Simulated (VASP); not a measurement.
# TiO2 (P1) in VASP: further runs

TiO2 is run at these levels: LDA; tasks: single point.

Program: VASP 6.6.1. These are calculated values, not measurements. Logs are shortened: lines on timing, memory, paths and dates and some standing lists are left out, and cuts for length are marked.

## Step 1: The cell of the first run

The typed cell holds 9 atoms: a = 5.425 Å, b = 5.425 Å, c = 5.882 Å, α = 90.00°, β = 90.00°, γ = 120.00°.

## Step 2: Single point, LDA (atom 4 (O) moved -0.060 Å along Cartesian [1 1 0])

The input, INCAR:

```
SYSTEM = TiO2
ALGO = Normal
EDIFF = 1E-6
ENCUT = 600
GGA_COMPAT = .FALSE.
ISIF = 2
ISMEAR = 0
LASPH = .TRUE.
LCHARG = .FALSE.
LREAL = .FALSE.
LWAVE = .FALSE.
NBANDS = 46
NELM = 120
PREC = Accurate
SIGMA = 0.05
```

The input, KPOINTS:

```
k-points
0
G
  6 6 4
  0 0 0
```

The input, POSCAR:

```
TiO2
1.0
    5.4253475240      0.0000000000      0.0000000000
   -2.7126737620      4.6984887801      0.0000000000
    0.0000000000      0.0000000000      5.8820684305
Ti O
3 6
Direct
    0.4567123787      0.0000000000      0.3333333333
    0.0000000000      0.4567123787      0.6666666667
    0.5432876213      0.5432876213      0.0000000000
    0.4024537215      0.2774102920      0.2258760546
    0.7135599095      0.1283485651      0.5592093880
    0.8716514349      0.5852113444      0.8925427213
    0.2864400905      0.4147886556      0.7741239454
    0.1283485651      0.7135599095      0.4407906120
    0.5852113444      0.8716514349      0.1074572787
```

Potentials or basis: VASP PAW LDA potentials, release 64 (Ti_sv, O).

The run is started by

```
> cat potpaw_LDA.64/Ti_sv/POTCAR potpaw_LDA.64/O/POTCAR > POTCAR
> mpirun -np 1 vasp_std > vasp.out
```

OUTCAR:

```text
SYSTEM = TiO2
   EDIFF = 1E-6
   ENCUT = 600
   ISIF = 2
   ISMEAR = 0
   LASPH = .TRUE.
   LREAL = .FALSE.
   NELM = 120
   PREC = Accurate

 ion  position               nearest neighbor table
   1  0.457  0.000  0.333-   4 1.79   8 1.79   9 1.79   5 1.79
   2  0.000  0.457  0.667-   5 1.79   7 1.79   6 1.79   8 1.79
   3  0.543  0.543  0.000-   9 1.79   6 1.79   7 1.79   4 1.82
   4  0.402  0.277  0.226-   1 1.79   3 1.82
   5  0.714  0.128  0.559-   2 1.79   1 1.79
   6  0.872  0.585  0.893-   3 1.79   2 1.79
   7  0.286  0.415  0.774-   2 1.79   3 1.79
   8  0.128  0.714  0.441-   1 1.79   2 1.79
   9  0.585  0.872  0.107-   3 1.79   1 1.79

  LATTYP: Found a hexagonal cell.
 ALAT       =     5.4253475240
 C/A-ratio  =     1.0841827928

  Lattice vectors:

 A1 = (   5.4253475240,   0.0000000000,   0.0000000000)
 A2 = (  -2.7126737620,   4.6984887801,   0.0000000000)
 A3 = (   0.0000000000,   0.0000000000,   5.8820684305)

Analysis of symmetry for initial positions (statically):
=====================================================================
 Subroutine PRICEL returns:
 Original cell was already a primitive cell.

 Routine SETGRP: Setting up the symmetry group for a
 hexagonal supercell.

 Subroutine GETGRP returns: Found  1 space group operations
 (whereof  1 operations were pure point group operations)
 out of a pool of 24 trial point group operations.

The static configuration has the point symmetry C_1 .

Analysis of symmetry for dynamics (positions and initial velocities):
=====================================================================
 Subroutine PRICEL returns:
 Original cell was already a primitive cell.

 Routine SETGRP: Setting up the symmetry group for a
 hexagonal supercell.

 Subroutine GETGRP returns: Found  1 space group operations
 (whereof  1 operations were pure point group operations)
 out of a pool of 24 trial point group operations.

The dynamic configuration has the point symmetry C_1 .

 Subroutine INISYM returns: Found  1 space group operations
 (whereof  1 operations are pure point group operations),
 and found     1 'primitive' translations

----------------------------------------------------------------------------------------

                                     Primitive cell

  volume of cell :     149.9394

  direct lattice vectors                    reciprocal lattice vectors
     5.425347524  0.000000000  0.000000000     0.184319990  0.106417196  0.000000000
    -2.712673762  4.698488780  0.000000000     0.000000000  0.212834391  0.000000000
     0.000000000  0.000000000  5.882068431     0.000000000  0.000000000  0.170008223

  length of vectors
     5.425347524  5.425347524  5.882068431     0.212834391  0.212834391  0.170008223

  position of ions in fractional coordinates (direct lattice)
     0.456712379  0.000000000  0.333333333
     0.000000000  0.456712379  0.666666667
     0.543287621  0.543287621  0.000000000
     0.402453722  0.277410292  0.225876055
     0.713559909  0.128348565  0.559209388
     0.871651435  0.585211344  0.892542721
     0.286440091  0.414788656  0.774123945
     0.128348565  0.713559909  0.440790612
     0.585211344  0.871651435  0.107457279

  ion indices of the primitive-cell ions
   primitive index   ion index
                 1           1
                 2           2
                 3           3
                 4           4
                 5           5
                 6           6
                 7           7
                 8           8
                 9           9

----------------------------------------------------------------------------------------

 KPOINTS: k-points

Automatic generation of k-mesh.
 Grid dimensions read from file:
 generate k-points for:    6    6    4

 Generating k-lattice:

  Cartesian coordinates                     Fractional coordinates (reciprocal lattice)
     0.030719998  0.017736199  0.000000000     0.166666667 -0.000000000  0.000000000
     0.000000000  0.035472399  0.000000000     0.000000000  0.166666667  0.000000000
     0.000000000  0.000000000  0.042502056     0.000000000  0.000000000  0.250000000

  Length of vectors
     0.035472399  0.035472399  0.042502056

  Shift w.r.t. Gamma in fractional coordinates (k-lattice)
     0.000000000  0.000000000  0.000000000

 Subroutine IBZKPT returns following result:
 ===========================================

 Found     76 irreducible k-points:

 Following reciprocal coordinates:
            Coordinates               Weight
  0.000000  0.000000  0.000000      1.000000
  0.166667  0.000000  0.000000      2.000000
  0.000000  0.166667  0.000000      2.000000
 -0.166667  0.166667  0.000000      2.000000
  0.333333  0.000000  0.000000      2.000000
  0.000000  0.333333  0.000000      2.000000
[... 16 lines left out ...]
  0.000000  0.166667  0.250000      2.000000
 -0.166667  0.166667  0.250000      2.000000
 [... further k-points ...]
[... 27 lines left out ...]
   TEBEG  =    0.0;   TEEND  =   0.0 temperature during run
   PSTRESS=    0.0 pullay stress
   NELECT =      72.0000    total number of electrons
   NUPDOWN=      -1.0000    fix difference up-down
   EMIN   =  10.00;   EMAX   =-10.00  energy-range for DOS
   EFERMI =   0.00;   METHOD = LEGACY
   ISMEAR =     0;   SIGMA  =   0.05  broadening in eV -4-tet -1-fermi 0-gaus
   EFERMI_NEDOS =   21; number of points for ismear=-14 and -15
   IALGO  =     38    algorithm
   IMIX   =      4    mixing-type and parameters
     AMIX     =   0.40;   BMIX     =  1.00
     AMIX_MAG =   1.60;   BMIX_MAG =  1.00
  volume/ion in A,a.u.               =      16.66       112.43
  Fermi-wavevector in a.u.,A,eV,Ry     =   1.281977  2.422586 22.360715  1.643466
  Thomas-Fermi vector in A             =   2.414316
   LORBIT       =      0    0 simple, 1 ext, 2 COOP (PROOUT), +10 PAW based schemes
   GGA     = CA    functional components
   LHFCALC =     F    Hartree Fock is set to
   AEXX    =    0.0000 exact exchange contribution
   IVDW    =     0    specifies the selected vdW correction
   LEPSILON=     F    determine dielectric tensor
   LRPA    =     F    only Hartree local field effects (RPA)
 non-spin polarized calculation
 Gauss-broadening in eV      SIGMA  =   0.05
  energy-cutoff  :      600.00
  volume of cell :      149.94
 maximum number of plane-waves:      5039
 NGX is ok and might be reduce to    48
   NGX = 21   NGY = 21   NGZ = 23

 number of electron      72.0000015 magnetization

 Free energy of the ion-electron system (eV)
  ---------------------------------------------------
  ext. energy  EPLUGINS =         0.00000000
  ---------------------------------------------------
  free energy    TOTEN  =       -86.31803637 eV

  energy without entropy =      -86.31803637  energy(sigma->0) =      -86.31803637

 E-fermi :  -0.5929     XC(G=0):  -9.1038

 val. band max:       -0.8085575502   @ k =   0.5000   0.0000   0.0000
 cond. band min:       2.8304222513   @ k =   0.0000   0.0000   0.5000
 fundamental gap:      3.6389798015
 Fermi energy:        -0.5928691562

 k-point     1 :       0.0000    0.0000    0.0000
  band No.  band energies     occupation
      1     -55.2688      2.00000
      2     -55.2117      2.00000
      3     -55.1645      2.00000
      4     -32.1438      2.00000
      5     -32.1090      2.00000
      6     -32.0842      2.00000
[... 38 lines left out ...]
     45       4.7234      0.00000
     46       5.3656      0.00000

 k-point     2 :       0.1667    0.0000    0.0000
  band No.  band energies     occupation
      1     -55.2686      2.00000
      2     -55.2117      2.00000
      3     -55.1647      2.00000
      4     -32.1425      2.00000
      5     -32.1121      2.00000
      6     -32.0891      2.00000
[... 38 lines left out ...]
     45       5.0261      0.00000
     46       5.3990      0.00000

 k-point     3 :       0.0000    0.1667    0.0000
  band No.  band energies     occupation
      1     -55.2687      2.00000
      2     -55.2116      2.00000
      3     -55.1648      2.00000
      4     -32.1425      2.00000
      5     -32.1144      2.00000
      6     -32.0854      2.00000
[... 1018 lines left out ...]
     45       5.2111      0.00000
     46       5.5643      0.00000

 k-point    24 :      -0.1667    0.1667    0.2500
  band No.  band energies     occupation
      1     -55.2684      2.00000
      2     -55.2121      2.00000
      3     -55.1645      2.00000
      4     -32.1385      2.00000
      5     -32.1199      2.00000
      6     -32.0892      2.00000
[... 38 lines left out ...]
     45       5.2004      0.00000
     46       5.5333      0.00000

 [... further k-points ...]
[... 5 lines left out ...]
  --------------------------------------------------------------------------------------
  -------------------------------------------------------------------------------------
  Total        0.7533332      0.2913105      0.4020190     -0.1118428      0.4712064      0.0143649
  in kB        8.0497405      3.1127980      4.2957735     -1.1950959      5.0350753      0.1534958
  external PRESSURE =       5.1527707 kB  Pullay stress =       0.0000000 kB

 VOLUME and BASIS-vectors are now :
 -----------------------------------------------------------------------------
  energy-cutoff  :      600.00
  volume of cell :      149.94
      direct lattice vectors                 reciprocal lattice vectors
     5.425347524  0.000000000  0.000000000     0.184319990  0.106417196  0.000000000
    -2.712673762  4.698488780  0.000000000     0.000000000  0.212834391  0.000000000
     0.000000000  0.000000000  5.882068431     0.000000000  0.000000000  0.170008223

 POSITION                                       TOTAL-FORCE (eV/Angst)
 -----------------------------------------------------------------------------------
      2.47782      0.00000      1.96069        -0.127751     -0.060758      0.017984
     -1.23891      2.14586      3.92138         0.009867     -0.027174     -0.088355
      1.47376      2.55263      0.00000        -0.097293     -0.349038      0.334034
      1.43093      1.30341      1.32862         0.015975      0.511620     -0.344883
      3.52314      0.60304      3.28931         0.059123      0.000240      0.104595
      3.14152      2.74961      5.25000        -0.034880      0.050823      0.127938
      0.42885      1.94888      4.55345         0.134585     -0.001384      0.000776
     -1.23932      3.35265      2.59276        -0.076516     -0.085234     -0.004020
      0.81047      4.09544      0.63207         0.116888     -0.039095     -0.148069
 -----------------------------------------------------------------------------------
    total drift:                                0.000140      0.000080      0.000358

  FREE ENERGIE OF THE ION-ELECTRON SYSTEM (eV)
  ---------------------------------------------------
  free  energy   TOTEN  =       -86.3180363698 eV

  energy  without entropy=      -86.3180363698  energy(sigma->0) =      -86.31803637
```

Wall time 8.5 min (1 thread of Intel Xeon Platinum 8488C (Sapphire Rapids), shared host); peak memory 0.58 GiB.

What came out:

- Free energy: -86.3180 eV
- Pressure: 0.5 GPa
- Largest force: 0.617 eV/Å
- Band gap on the k mesh: 3.64 eV (least direct gap 3.66 eV)

Forces on the atoms (eV/Å):
```
Ti  -0.128 -0.061  0.018
Ti   0.010 -0.027 -0.088
Ti  -0.097 -0.349  0.334
O    0.016  0.512 -0.345
O    0.059  0.000  0.105
O   -0.035  0.051  0.128
O    0.135 -0.001  0.001
O   -0.077 -0.085 -0.004
O    0.117 -0.039 -0.148
```

Caveat: the cell differs from its parent crystal (atom 4 (O) moved -0.060 Å along Cartesian [1 1 0]).

## Step 3: Single point, LDA (atom 4 (O) moved -0.100 Å along Cartesian [1 1 0])

The input, INCAR:

```
PREC = Accurate ; ENCUT = 600
EDIFF = 1E-6 ; ISMEAR = 0
SIGMA = 0.05 ; LREAL = False
LASPH = True ; NELM = 120
ALGO = Normal ; ISIF = 2
LWAVE = False ; LCHARG = True
LELF = True ; LVHAR = True
NBANDS = 46 ; GGA_COMPAT = False
```

The input, KPOINTS:

```
Automatic mesh
0
Gamma
  6 6 4
```

Changes to POSCAR since step 2:

```diff
@@ -11,3 +11,3 @@
     0.5432876213      0.5432876213      0.0000000000
-    0.4024537215      0.2774102920      0.2258760546
+    0.3942304321      0.2713904264      0.2258760546
     0.7135599095      0.1283485651      0.5592093880
```

Potentials or basis: VASP PAW LDA potentials, release 64 (Ti_sv, O).

The run is started by

```
> cat potpaw_LDA.64/Ti_sv/POTCAR potpaw_LDA.64/O/POTCAR > POTCAR
> mpirun -np 1 vasp_std > vasp.out
```

It took 19 min on 1 thread of Intel Xeon Platinum 8259CL at 2.50GHz (Skylake/Cascade Lake), shared host; peak memory 0.58 GiB.

The run converged. Its results:

* Free energy: -86.2976 eV
* Pressure: 0.3 GPa
* Largest force: 1.002 eV/Å
* Band gap on the k mesh: 3.63 eV (least direct gap 3.66 eV)

Forces in eV/Å, atoms in the order of the input:
```
Ti  -0.214 -0.090  0.023
Ti   0.012 -0.037 -0.146
Ti  -0.175 -0.573  0.529
O    0.100  0.815 -0.574
O    0.078  0.049  0.138
O   -0.090  0.044  0.175
O    0.189  0.037  0.035
O   -0.073 -0.134  0.029
O    0.173 -0.112 -0.209
```

Stress tensor (GPa, compression positive):
```
 0.71 -0.21  0.04
-0.21 -0.10  0.82
 0.04  0.82  0.15
```

Levels at points of the mesh, in eV from the valence-band top:
```
           k point  band 32  band 33  band 34  band 35  band 36  band 37  band 38  band 39  band 40  band 41
(0.00, 0.00, 0.00)    -0.88    -0.81    -0.49    -0.35    -0.31     3.76     4.22     4.25     4.57     4.71
(0.50, 0.00, 0.00)    -0.87    -0.80    -0.75    -0.25     0.00     3.91     3.95     4.22     4.90     5.34
(0.00, 0.50, 0.00)    -0.81    -0.79    -0.75    -0.26    -0.02     3.86     3.89     4.24     4.91     5.36
(0.50, 0.50, 0.00)    -0.85    -0.76    -0.72    -0.23    -0.03     3.90     3.96     4.21     4.76     5.43
(0.00, 0.00, 0.50)    -0.98    -0.74    -0.11    -0.08    -0.02     3.63     3.99     4.06     4.49     4.57
(0.50, 0.00, 0.50)    -0.88    -0.74    -0.42    -0.29    -0.23     4.25     4.43     4.46     4.86     4.95
(0.00, 0.50, 0.50)    -0.82    -0.73    -0.43    -0.32    -0.29     4.21     4.34     4.47     4.91     4.93
(0.50, 0.50, 0.50)    -0.84    -0.75    -0.44    -0.29    -0.27     4.25     4.38     4.49     4.79     4.97
```

Caveat: the cell differs from its parent crystal (atom 4 (O) moved -0.100 Å along Cartesian [1 1 0]); forces of over 1 eV/Å act on the atoms, so gaps and moduli don't describe the material at rest.

## Step 4: Single point, LDA (atom 4 (O) moved -0.080 Å along Cartesian [1 1 0])

The input, INCAR:

```
PREC = Accurate ; ENCUT = 600
EDIFF = 1E-6 ; ISMEAR = 0
SIGMA = 0.05 ; LREAL = F
LASPH = T ; NELM = 120
ALGO = Normal ; ISIF = 2
LWAVE = F ; LCHARG = F
NBANDS = 46 ; GGA_COMPAT = F
```

The input, KPOINTS:

```
regular mesh
0
Gamma
  6 6 4
```

Changes to POSCAR since step 3:

```diff
@@ -11,3 +11,3 @@
     0.5432876213      0.5432876213      0.0000000000
-    0.3942304321      0.2713904264      0.2258760546
+    0.3983420768      0.2744003592      0.2258760546
     0.7135599095      0.1283485651      0.5592093880
```

The run is started by

```
> cat potpaw_LDA.64/Ti_sv/POTCAR potpaw_LDA.64/O/POTCAR > POTCAR
> mpirun -np 1 vasp_std > vasp.out
```

Run time: 11 min. Hardware: 1 thread of Intel Xeon Platinum 8259CL at 2.50GHz (Skylake/Cascade Lake), shared host; peak memory 0.58 GiB.

Results (log left out):

```yaml
Free_energy: -86.3092 eV
Pressure: 0.4 GPa
Largest_force: 0.814 eV/Å
Band_gap_on_the_k_mesh: 3.64 eV (least direct gap 3.66 eV)
```

Forces in eV/Å, atoms in the order of the input:
```
Ti  -0.170 -0.077  0.021
Ti   0.011 -0.032 -0.117
Ti  -0.136 -0.463  0.434
O    0.056  0.667 -0.463
O    0.069  0.025  0.122
O   -0.062  0.048  0.152
O    0.162  0.017  0.018
O   -0.075 -0.110  0.013
O    0.146 -0.076 -0.179
```

Stress tensor (GPa, compression positive):
```
 0.76 -0.16  0.02
-0.16  0.10  0.67
 0.02  0.67  0.29
```

Levels at points of the mesh, in eV from the valence-band top:
```
           k point  band 34  band 35  band 36  band 37  band 38  band 39
(0.00, 0.00, 0.00)    -0.48    -0.34    -0.31     3.77     4.24     4.27
(0.50, 0.00, 0.00)    -0.75    -0.25     0.00     3.92     3.95     4.23
(0.00, 0.50, 0.00)    -0.75    -0.25    -0.01     3.88     3.91     4.25
(0.50, 0.50, 0.00)    -0.73    -0.23    -0.02     3.91     3.96     4.22
(0.00, 0.00, 0.50)    -0.10    -0.08    -0.02     3.64     4.01     4.07
(0.50, 0.00, 0.50)    -0.42    -0.29    -0.24     4.25     4.44     4.47
(0.00, 0.50, 0.50)    -0.43    -0.31    -0.29     4.23     4.37     4.48
(0.50, 0.50, 0.50)    -0.43    -0.29    -0.27     4.26     4.41     4.48
```

Caveat: the cell differs from its parent crystal (atom 4 (O) moved -0.080 Å along Cartesian [1 1 0]). A k mesh can miss the band edges.

## Step 5: Single point, LDA (atom 4 (O) moved -0.040 Å along Cartesian [1 1 0])

The input, INCAR:

```
SYSTEM = TiO2
PREC = Accurate ; ENCUT = 600
EDIFF = 1E-6 ; ISMEAR = 0
SIGMA = 0.05 ; LREAL = .FALSE.
LASPH = .TRUE. ; NELM = 120
ALGO = Normal ; ISIF = 2
LWAVE = .FALSE. ; LCHARG = .FALSE.
GGA = CA ; NBANDS = 46
GGA_COMPAT = .FALSE.
```

The input, KPOINTS:

```
Automatic mesh
0
G
  6 6 4
  0 0 0
```

Changes to POSCAR since step 4:

```diff
@@ -11,3 +11,3 @@
     0.5432876213      0.5432876213      0.0000000000
-    0.3983420768      0.2744003592      0.2258760546
+    0.4065653662      0.2804202248      0.2258760546
     0.7135599095      0.1283485651      0.5592093880
```

The run is started by

```
> cat potpaw_LDA.64/Ti_sv/POTCAR potpaw_LDA.64/O/POTCAR > POTCAR
> mpirun -np 1 vasp_std > vasp.out
```

It took 16 min on 1 thread of Intel Xeon Platinum 8259CL at 2.50GHz (Skylake/Cascade Lake), shared host; peak memory 0.59 GiB.

It converged, with:

```yaml
Free_energy: -86.3241 eV
Pressure: 0.6 GPa
Largest_force: 0.414 eV/Å
Band_gap_on_the_k_mesh: 3.64 eV (least direct gap 3.66 eV)
```

Forces on the atoms (eV/Å):
```
Ti  -0.088 -0.043  0.013
Ti   0.009 -0.023 -0.059
Ti  -0.061 -0.232  0.228
O   -0.020  0.351 -0.219
O    0.049 -0.024  0.088
O   -0.007  0.054  0.104
O    0.107 -0.021 -0.017
O   -0.078 -0.061 -0.020
O    0.088 -0.002 -0.117
```

Stress tensor (GPa, compression positive):
```
 0.84 -0.08  0.01
-0.08  0.51  0.34
 0.01  0.34  0.57
```

Levels at points of the mesh, in eV from the valence-band top:
```csv
k point,band 33,band 34,band 35,band 36,band 37,band 38,band 39,band 40
"(0.00, 0.00, 0.00)",-0.84,-0.47,-0.33,-0.31,3.78,4.28,4.29,4.62
"(0.50, 0.00, 0.00)",-0.78,-0.75,-0.24,0.00,3.93,3.96,4.24,4.91
"(0.00, 0.50, 0.00)",-0.78,-0.75,-0.23,-0.01,3.91,3.94,4.25,4.92
"(0.50, 0.50, 0.00)",-0.77,-0.74,-0.22,-0.01,3.93,3.97,4.24,4.86
"(0.00, 0.00, 0.50)",-0.72,-0.08,-0.07,-0.02,3.64,4.04,4.08,4.52
"(0.50, 0.00, 0.50)",-0.74,-0.41,-0.28,-0.25,4.26,4.45,4.49,4.91
"(0.00, 0.50, 0.50)",-0.74,-0.42,-0.28,-0.28,4.25,4.41,4.50,4.93
"(0.50, 0.50, 0.50)",-0.75,-0.42,-0.28,-0.26,4.27,4.46,4.47,4.87
```

Caveat: the cell differs from its parent crystal (atom 4 (O) moved -0.040 Å along Cartesian [1 1 0]).

## Step 6: Overview

| cell | gap on the mesh (eV) | pressure (GPa) | largest force (eV/Å) |
| --- | --- | --- | --- |
| as given, atomic positions A | 3.64 | 0.5 | 0.62 |
| as given, atomic positions B | 3.63 | 0.3 | 1.00 |
| as given, atomic positions C | 3.64 | 0.4 | 0.81 |
| as given, atomic positions D | 3.64 | 0.6 | 0.41 |

Alike in all rows: task single point; level LDA; potentials or basis VASP PAW LDA potentials, release 64 (Ti_sv, O); no spin polarisation; k mesh 6 × 6 × 4; cutoff (eV) 600; smearing gaussian 0.05 eV.

Caveats: forces of over 1 eV/Å act on the atoms, so gaps and moduli don't describe the material at rest (at least some runs).

Absolute energies hang on the potentials; compare differences alone.
